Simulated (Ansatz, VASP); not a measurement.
# Cr in VASP and in Ansatz

File INCAR:

```
SYSTEM = Cr
ALGO = Normal ; EDIFF = 1E-7
EDIFFG = -0.05 ; ENCUT = 600
GGA = PE ; IBRION = 2
ISIF = 3 ; ISMEAR = 0
ISPIN = 2 ; IVDW = 12
LASPH = .True. ; LCHARG = .False.
LMAXMIX = 4 ; LORBIT = 11
LREAL = .False. ; LWAVE = .False.
MAGMOM = 1.14 -1.14 ; NELM = 150
NSW = 100 ; PREC = Accurate
SIGMA = 0.1
```

Contents of KPOINTS:

```
k-points
0
Gamma
  8 8 8
  0 0 0
```

The input POSCAR:

```
Cr
1.0
    2.8800000000      0.0000000000      0.0000000000
    0.0000000000      2.8800000000      0.0000000000
    0.0000000000      0.0000000000      2.8800000000
Cr
2
Direct
    0.0000000000      0.0000000000      0.0000000000
    0.5000000000      0.5000000000      0.5000000000
```

Input for Ansatz:

```yaml
crystal:
  lattice:
    - [2.88, 0.0, 0.0]
    - [0.0, 2.88, 0.0]
    - [0.0, 0.0, 2.88]
  atoms:
    - { symbol: Cr, position: [0.0, 0.0, 0.0], spin: 1.14 }
    - { symbol: Cr, position: [0.5, 0.5, 0.5], spin: -1.14 }
basis:
  ecutwfc: 420
kpoints:
  mp_grid: { grid: [8, 8, 8] }
hamiltonian:
  xc: pbe
  dispersion: d3bj
scf:
  occupations: { method: gaussian, width: 0.1 }
output:
  forces: true
  stress: true
  eigenvalues: true
  populations: true
magnetization:
  spin_polarized: true
relax:
  adjacent_minimum: "off"
  f_tol: 0.05
  max_steps: 80
  cell: { stress_tol: 0.5 }
```

Alike in both runs: task relaxation of cell and atoms; functional PBE; dispersion D3(BJ); k mesh 8 × 8 × 8; occupations gaussian, width 0.1 eV; collinear spin.

|  | VASP | Ansatz |
| --- | --- | --- |
| version | VASP 6.6.1 | Ansatz 0.2.0 |
| potentials or method | VASP PAW PBE potentials, release 64 (Cr_pv), cutoff 600 eV | scalar-relativistic, plane waves, PAW |
| valence electrons in the cell | 24 | 28 |

|  | VASP | Ansatz | Ansatz less VASP |
| --- | --- | --- | --- |
| gap on the k mesh at the Fermi level, each at its own relaxed structure (eV) | none | none | - |
| net moment per atom (μB) | 0.00 | 0.00 | 0.000 |
| size of the moment on the site where the two differ most (μB) | 0.92 | 0.80 | -0.112 |
| relaxed volume (Å³/atom) | 11.37 | 11.36 | -0.008 |
| relaxed length of the cell vector where the two differ most in proportion (Å) | 2.833 | 2.832 | -0.0007 |

Site moments also hang on the region over which each program counts them. A gap of «none» marks a metal or a gap that the smearing closes. VASP's potentials hold 24 valence electrons a cell and Ansatz's 28, so a difference there can come from the potentials and not from the codes.
